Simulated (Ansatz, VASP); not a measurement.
## Two plane-wave programs on Mo

```
CELL_PARAMETERS angstrom
4.59398 0.00000 0.00000
-2.29699 3.97850 0.00000
0.00000 0.00000 2.51861
ATOMIC_POSITIONS crystal
Mo 0.00000 0.00000 0.00000
Mo 0.33333 0.66667 0.50000
Mo 0.66667 0.33333 0.50000
```

Alike in both runs: functional LDA; k mesh 8 × 8 × 11; occupations fermi-dirac, width 0.1 eV; no spin polarisation.

Ansatz relaxed the structure, and its values are those at the end. VASP's run is a single point on that final structure, the one shown.

|  | VASP | Ansatz |
| --- | --- | --- |
| version | VASP 6.6.1 | Ansatz 0.2.0 |
| potentials or method | VASP PAW LDA potentials, release 64 (Mo_sv), cutoff 520 eV | plane waves (420 eV) with PAW, scalar-relativistic |
| valence electrons in the cell | 42 | 42 |

Ansatz gave:

| Quantity | Value |
| --- | --- |
| pressure (GPa) | 0.0 |

What did VASP give for the same quantities?

Pressure (GPa): 1.2.

Ansatz warns that its potentials were made for another functional, while VASP's fit it. LDA's correlation is that of Perdew and Zunger in VASP and of Perdew and Wang (1992) in Ansatz.
